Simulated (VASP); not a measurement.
# DyAgH2 (Cmcm) in VASP: notebook

The runs below take DyAgH2 through single point, relaxation of cell and atoms, with PBE.

Program: VASP 6.6.1. These are calculated values, not measurements. Logs are shortened: lines on timing, memory, paths and dates and some standing lists are left out, and cuts for length are marked.

### 1 The cell of the first run

It takes space group Cmcm (No. 63, orthorhombic). Conventional cell: a = 3.727 Å, b = 11.555 Å, c = 5.699 Å, α = 90.00°, β = 90.00°, γ = 90.00°. Dy (site symmetry m2m) has 6 H at 2.12 to 2.20 Å within 2.8 Å. Within 3.8 Å of Ag (site symmetry m2m) lie 10 H at 2.90 to 3.62 Å and 5 Dy at 3.09 to 3.29 Å and 4 Ag at 3.20 to 3.73 Å. H (site symmetry m) has 3 Dy at 2.12 to 2.20 Å and 3 H at 2.29 to 2.43 Å and 3 Ag at 2.90 to 3.11 Å within 3.2 Å.

### 2 Single point, PBE

Input file INCAR:

```
SYSTEM = DyAgH2
ALGO     = Normal         ! electronic algorithm
EDIFF    = 1E-6           ! SCF threshold, eV
ENCUT    = 500            ! plane-wave cutoff, eV
GGA      = PE             ! functional
GGA_COMPAT= .False.      
ISIF     = 2              ! what is computed and relaxed
ISMEAR   = 0              ! smearing method
LASPH    = .True.         ! aspherical terms in the spheres
LCHARG   = .True.         ! write CHGCAR
LELF     = .True.         ! ELF
LMAXMIX  = 6              ! l up to which the mixer works
LREAL    = .False.        ! projectors in reciprocal space
LVHAR    = .True.       
LWAVE    = .False.        ! write WAVECAR
NBANDS   = 32             ! bands
NELM     = 200            ! most SCF steps
PREC     = Accurate       ! precision mode
SIGMA    = 0.2            ! smearing width, eV
```

Input file KPOINTS:

```
k-points
0
Gamma
  6 4 6
  0 0 0
```

Input file POSCAR:

```
DyAgH2
1.0
    3.7266949049      0.0000000000      0.0000000000
    0.0000000000      0.0000000000     -5.6990718850
   -1.8633474525      5.7772903645      0.0000000000
Dy Ag H
2 2 4
Direct
    0.2956363648      0.2500000000      0.5912727295
    0.7043636352      0.7500000000      0.4087272705
    0.5627386469      0.2500000000      0.1254772938
    0.4372613531      0.7500000000      0.8745227062
    0.1868745912      0.5486698784      0.3737491825
    0.8131254088      0.0486698784      0.6262508175
    0.8131254088      0.4513301216      0.6262508175
    0.1868745912      0.9513301216      0.3737491825
```

Potentials or basis: VASP PAW PBE potentials, release 64 (Dy_3, Ag, H), 4f in core.

Launch:

```sh
cat potpaw_PBE.64/Dy_3/POTCAR potpaw_PBE.64/Ag/POTCAR potpaw_PBE.64/H/POTCAR > POTCAR
mpirun -np 1 vasp_std > vasp.out
```

OUTCAR:

```text
SYSTEM = DyAgH2
   EDIFF = 1E-6
   ENCUT = 500
   GGA = PE
   ISIF = 2
   ISMEAR = 0
   LASPH = .True.
   LREAL = .False.
   NELM = 200
   PREC = Accurate

 ion  position               nearest neighbor table
   1  0.296  0.250  0.591-   5 2.12   8 2.12   6 2.20   7 2.20   7 2.20   6 2.20   3 3.09   3 3.27
                             3 3.27   4 3.29   4 3.29   2 3.56   2 3.56   2 3.56   2 3.56
   2  0.704  0.750  0.409-   6 2.12   7 2.12   5 2.20   8 2.20   5 2.20   8 2.20   4 3.09   4 3.27
                             4 3.27   3 3.29   3 3.29   1 3.56   1 3.56   1 3.56   1 3.56
   3  0.563  0.250  0.125-   1 3.09   4 3.20   4 3.20   1 3.27   1 3.27   2 3.29   2 3.29
   4  0.437  0.750  0.875-   2 3.09   3 3.20   3 3.20   2 3.27   2 3.27   1 3.29   1 3.29
   5  0.187  0.549  0.374-   1 2.12   2 2.20   2 2.20
   6  0.813  0.049  0.626-   2 2.12   1 2.20   1 2.20
   7  0.813  0.451  0.626-   2 2.12   1 2.20   1 2.20
   8  0.187  0.951  0.374-   1 2.12   2 2.20   2 2.20

  LATTYP: Found a base centered orthorhombic cell.
 ALAT       =     3.7266949049
 B/A-ratio  =     3.1004901190
 C/A-ratio  =     1.5292563600

  Lattice vectors:

 A1 = (  -1.8633474524,  -5.7772903645,   0.0000000000)
 A2 = (  -1.8633474525,   5.7772903645,   0.0000000000)
 A3 = (   0.0000000000,   0.0000000000,  -5.6990718850)

Analysis of symmetry for initial positions (statically):
=====================================================================
 Subroutine PRICEL returns:
 Original cell was already a primitive cell.

 Routine SETGRP: Setting up the symmetry group for a
 base centered orthorhombic supercell.

 Subroutine GETGRP returns: Found  8 space group operations
 (whereof  4 operations were pure point group operations)
 out of a pool of  8 trial point group operations.

The static configuration has the point symmetry C_2h.
 The point group associated with its full space group is D_2h.

Analysis of symmetry for dynamics (positions and initial velocities):
=====================================================================
 Subroutine PRICEL returns:
 Original cell was already a primitive cell.

 Routine SETGRP: Setting up the symmetry group for a
 base centered orthorhombic supercell.

 Subroutine GETGRP returns: Found  8 space group operations
 (whereof  4 operations were pure point group operations)
 out of a pool of  8 trial point group operations.

The dynamic configuration has the point symmetry C_2h.
 The point group associated with its full space group is D_2h.

 Subroutine INISYM returns: Found  8 space group operations
[... 115 lines left out ...]
   ISIF   =      2    stress and relaxation
   ISYM   =      2    0-nonsym 1-usesym 2-fastsym
   POTIM  = 0.5000    time-step for ionic-motion
   TEBEG  =    0.0;   TEEND  =   0.0 temperature during run
   PSTRESS=    0.0 pullay stress
   NELECT =      44.0000    total number of electrons
   NUPDOWN=      -1.0000    fix difference up-down
   EMIN   =  10.00;   EMAX   =-10.00  energy-range for DOS
   EFERMI =   0.00;   METHOD = LEGACY
   ISMEAR =     0;   SIGMA  =   0.20  broadening in eV -4-tet -1-fermi 0-gaus
   EFERMI_NEDOS =   21; number of points for ismear=-14 and -15
   IALGO  =     38    algorithm
   IMIX   =      4    mixing-type and parameters
     AMIX     =   0.40;   BMIX     =  1.00
     AMIX_MAG =   1.60;   BMIX_MAG =  1.00
  volume/ion in A,a.u.               =      15.34       103.50
  Fermi-wavevector in a.u.,A,eV,Ry     =   1.163077  2.197896 18.405244  1.352747
  Thomas-Fermi vector in A             =   2.299631
   LORBIT       =      0    0 simple, 1 ext, 2 COOP (PROOUT), +10 PAW based schemes
   GGA     = PE    functional components
   LHFCALC =     F    Hartree Fock is set to
   AEXX    =    0.0000 exact exchange contribution
   IVDW    =     0    specifies the selected vdW correction
   LEPSILON=     F    determine dielectric tensor
   LRPA    =     F    only Hartree local field effects (RPA)
 non-spin polarized calculation
 Gauss-broadening in eV      SIGMA  =   0.20
  energy-cutoff  :      500.00
  volume of cell :      122.70
 maximum number of plane-waves:      3142
   NGX = 13   NGY = 21   NGZ = 23

 number of electron      43.9999995 magnetization

 Free energy of the ion-electron system (eV)
  ---------------------------------------------------
  ext. energy  EPLUGINS =         0.00000000
  ---------------------------------------------------
  free energy    TOTEN  =       -30.22452192 eV

  energy without entropy =      -30.20621913  energy(sigma->0) =      -30.21537053

 E-fermi :   3.4445     XC(G=0):  -9.9232

 val. band max:        3.2262371061   @ k =   0.3333   0.0000   0.1667
 cond. band min:       3.4497325948   @ k =  -0.3333   0.2500   0.1667
 fundamental gap:      0.2234954887
 Fermi energy:         3.4445376970

 k-point     1 :       0.0000    0.0000    0.0000
  band No.  band energies     occupation
      1     -19.8944      2.00000
      2     -19.7786      2.00000
      3     -19.7652      2.00000
      4     -19.5522      2.00000
      5     -19.4091      2.00000
      6     -19.3823      2.00000
[... 829 lines left out ...]
     31       8.8589      0.00000
     32       8.8589      0.00000

 [... further k-points ...]

------------------------ aborting loop because EDIFF is reached ----------------------------------------

  FORCE on cell =-STRESS in cart. coord.  units (eV):
  Direction    XX          YY          ZZ          XY          YZ          ZX
  --------------------------------------------------------------------------------------
  -------------------------------------------------------------------------------------
  Total        0.2575817      0.1545651      0.2759211     -0.0000000      0.0000000      0.0000000
  in kB        3.3633601      2.0182266      3.6028262     -0.0000000      0.0000000      0.0000000
  external PRESSURE =       2.9948043 kB  Pullay stress =       0.0000000 kB

 VOLUME and BASIS-vectors are now :
 -----------------------------------------------------------------------------
  energy-cutoff  :      500.00
  volume of cell :      122.70
      direct lattice vectors                 reciprocal lattice vectors
     3.726694905  0.000000000  0.000000000     0.268334282  0.086545763  0.000000000
     0.000000000  0.000000000 -5.699071885     0.000000000  0.000000000 -0.175467167
    -1.863347453  5.777290364  0.000000000     0.000000000  0.173091525  0.000000000

 POSITION                                       TOTAL-FORCE (eV/Angst)
 -----------------------------------------------------------------------------------
      0.00000      3.41595     -1.42477        -0.000000      0.026388      0.000000
      1.86335      2.36134     -4.27430         0.000000     -0.026388      0.000000
      1.86335      0.72492     -1.42477         0.000000     -0.016421      0.000000
     -0.00000      5.05237     -4.27430        -0.000000      0.016421      0.000000
     -0.00000      2.15926     -3.12691         0.000000     -0.020194      0.002803
      1.86335      3.61803     -0.27737        -0.000000      0.020194      0.002803
      1.86335      3.61803     -2.57216        -0.000000      0.020194     -0.002803
     -0.00000      2.15926     -5.42170         0.000000     -0.020194     -0.002803
 -----------------------------------------------------------------------------------
    total drift:                               -0.000000      0.000000      0.000000

  FREE ENERGIE OF THE ION-ELECTRON SYSTEM (eV)
  ---------------------------------------------------
  free  energy   TOTEN  =       -30.2245219235 eV

  energy  without entropy=      -30.2062191349  energy(sigma->0) =      -30.21537053
```

OSZICAR:

```text
N       E                     dE             d eps       ncg     rms          rms(c)
DAV:   1     0.249372147751E+03    0.24937E+03   -0.19425E+04  2496   0.123E+03
DAV:   2    -0.171484362112E+02   -0.26652E+03   -0.25385E+03  2504   0.361E+02
DAV:   3    -0.331306299986E+02   -0.15982E+02   -0.15218E+02  3280   0.699E+01
DAV:   4    -0.336961323477E+02   -0.56550E+00   -0.56369E+00  2896   0.141E+01
DAV:   5    -0.337136413382E+02   -0.17509E-01   -0.17503E-01  3384   0.232E+00    0.402E+01
DAV:   6    -0.306412849402E+02    0.30724E+01   -0.98813E+00  2888   0.195E+01    0.229E+01
DAV:   7    -0.302277737060E+02    0.41351E+00   -0.31225E+00  3104   0.101E+01    0.907E+00
DAV:   8    -0.302412555058E+02   -0.13482E-01   -0.35320E-01  3000   0.402E+00    0.210E+00
DAV:   9    -0.302263529705E+02    0.14903E-01   -0.62182E-02  2984   0.143E+00    0.762E-01
DAV:  10    -0.302244553944E+02    0.18976E-02   -0.13644E-02  3072   0.599E-01    0.141E-01
DAV:  11    -0.302245010733E+02   -0.45679E-04   -0.16215E-03  2928   0.236E-01    0.627E-02
DAV:  12    -0.302245194108E+02   -0.18338E-04   -0.91274E-05  2904   0.578E-02    0.136E-02
DAV:  13    -0.302245218801E+02   -0.24693E-05   -0.79064E-06  3168   0.207E-02    0.391E-03
DAV:  14    -0.302245219235E+02   -0.43396E-07   -0.93984E-07  1952   0.785E-03
   1 F= -.30224522E+02 E0= -.30215371E+02  d E =-.183028E-01
```

Run time: 2.6 min. Hardware: 1 thread of AMD EPYC 7R13 (Zen 3), shared host; peak memory 0.28 GiB.

What came out:

* Free energy: -30.2245 eV
* Pressure: 0.3 GPa
* Largest force: 0.026 eV/Å
* Band gap on the k mesh: zero (bands 22 and 23 overlap by 0.50 eV)

Forces in eV/Å, atoms in the order of the input:
```
Dy   0.000  0.026  0.000
Dy   0.000 -0.026  0.000
Ag   0.000 -0.016  0.000
Ag   0.000  0.016  0.000
H    0.000 -0.020  0.003
H    0.000  0.020  0.003
H    0.000  0.020 -0.003
H    0.000 -0.020 -0.003
```

Stress tensor (GPa, compression positive):
```
0.34 0.00 0.00
0.00 0.20 0.00
0.00 0.00 0.36
```

Caveat: spin-orbit coupling is left out, which moves the levels of the heavy elements; the 4f electrons are frozen in the core, so they carry no moment and show no levels.

### 3 Relaxation of cell and atoms, PBE

This run uses another cell than the first one, of 12.48 Å³/atom.

Input file INCAR:

```
ALGO = Normal ; EDIFF = 1E-7
EDIFFG = -0.08 ; ENCUT = 500
GGA = PE ; GGA_COMPAT = F
IBRION = 2 ; ISIF = 3
ISMEAR = 0 ; LASPH = T
LCHARG = F ; LMAXMIX = 6
LREAL = F ; LWAVE = F
NELM = 200 ; NELMIN = 4
NSW = 36 ; PREC = Accurate
SIGMA = 0.2
```

Input file KPOINTS:

```
k-points
0
Gamma
  4 4 3
```

Input file POSCAR:

```
DyAgH2
1.0
    2.1430721100     -4.5647199100      0.0000000000
    2.1430721100      4.5647199100      0.0000000000
    0.0000000000      0.0000000000      5.1028651100
Dy Ag H
2 2 4
Direct
    0.6829742900      0.3170257100      0.2500000000
    0.3170257100      0.6829742900      0.7500000000
    0.0000000000      0.0000000000      0.0000000000
    0.0000000000      0.0000000000      0.5000000000
    0.4279329700      0.2579220500      0.7500000000
    0.2579220500      0.4279329700      0.2500000000
    0.5720670300      0.7420779500      0.2500000000
    0.7420779500      0.5720670300      0.7500000000
```

Potentials or basis: VASP PAW PBE potentials, release 64 (Dy_3, Ag, H), 4f in core.

Launch:

```sh
cat potpaw_PBE.64/Dy_3/POTCAR potpaw_PBE.64/Ag/POTCAR potpaw_PBE.64/H/POTCAR > POTCAR
mpirun -np 1 vasp_std > vasp.out
```

It took 7.4 min on 1 thread of Intel Xeon Platinum 8559C (Emerald Rapids), shared host; peak memory 0.26 GiB.

Results (log left out):

```
Free energy                           : -28.2149 eV
Relaxed volume                        : 13.59 Å³/atom
Relaxed cell                          : a = 4.852 Å, b = 4.852 Å, c = 5.148 Å, α = 90.00°, β = 90.00°, γ = 116.21°
Space group after relaxing (to 0.1 Å) : Cmcm (No. 63)
Energy gained by relaxing             : 174.4 meV/atom
Ionic steps                           : 17
Pressure after relaxing               : -0.1 GPa
Largest force after relaxing          : 0.071 eV/Å
Band gap on the k mesh                : zero (bands 22 and 23 overlap by 0.67 eV)
```

Forces in eV/Å, atoms in the order of the input:
```
Dy   0.000  0.071  0.000
Dy   0.000 -0.071  0.000
Ag   0.000  0.000  0.000
Ag   0.000  0.000  0.000
H    0.012 -0.016  0.000
H    0.012  0.016  0.000
H   -0.012  0.016  0.000
H   -0.012 -0.016  0.000
```

Stress tensor (GPa, compression positive):
```
-0.04  0.00  0.00
 0.00 -0.27  0.00
 0.00  0.00  0.01
```

Step by step:
```tsv
step	energy change (eV)	largest force (eV/Å)	pressure (GPa)	volume (Å³)
1	0.0000	0.6166	8.33	99.84
2	-0.4913	0.5825	-0.69	109.42
3	-0.5228	0.5788	-3.23	113.25
4	-0.7450	0.5415	-2.29	111.66
5	-1.0310	0.9448	0.93	107.80
6	-1.0347	1.1767	2.81	105.97
7	-1.1625	0.9059	1.92	107.03
8	-1.2410	0.3586	0.82	108.77
9	-1.3149	0.2154	0.00	109.57
10	-1.3606	0.1385	-1.18	111.00
11	-1.3613	0.1469	-1.06	110.84
12	-1.3730	0.1422	-0.03	109.30
13	-1.3743	0.1415	0.47	108.61
14	-1.3825	0.1107	0.33	108.62
15	-1.3919	0.1050	0.05	108.67
16	-1.3921	0.1210	0.02	108.68
17	-1.3950	0.0706	-0.10	108.73
```

Final structure:
```yaml
crystal:
  lattice:
    - [2.56352, -4.11930, 0.00000]
    - [2.56352, 4.11930, 0.00000]
    - [0.00000, 0.00000, 5.14845]
  atoms:
    - { symbol: Dy, position: [0.65624, 0.34376, 0.25000] }
    - { symbol: Dy, position: [0.34376, 0.65624, 0.75000] }
    - { symbol: Ag, position: [0.00000, 0.00000, 0.00000] }
    - { symbol: Ag, position: [0.00000, 0.00000, 0.50000] }
    - { symbol: H, position: [0.39579, 0.17811, 0.75000] }
    - { symbol: H, position: [0.17811, 0.39579, 0.25000] }
    - { symbol: H, position: [0.60421, 0.82189, 0.25000] }
    - { symbol: H, position: [0.82189, 0.60421, 0.75000] }
```

Levels at points of the mesh, in eV from the Fermi level:
```tsv
k point	band 18	band 19	band 20	band 21	band 22	band 23	band 24	band 25	band 26	band 27
(0.00, 0.00, 0.00)	-4.37	-4.27	-1.22	-0.73	0.51	1.14	1.40	1.67	1.68	2.19
(0.50, 0.00, 0.00)	-4.29	-4.10	-2.92	-0.27	0.11	0.37	0.87	1.34	1.81	1.87
(0.50, 0.50, 0.00)	-4.26	-4.08	-1.95	-1.42	-0.49	-0.02	0.00	0.91	0.93	1.07
```

Caveat: the k points lie up to 0.41 Å⁻¹ apart in the final cell, too coarse for converged energies and pressures of a metal; spin-orbit coupling is left out, which moves the levels of the heavy elements; the 4f electrons are frozen in the core, so they carry no moment and show no levels; the relaxation stopped at a loose force limit of 0.08 eV/Å, so its end isn't a converged minimum.

The gap in the log of VASP goes by the Fermi energy; the results here count the filled bands.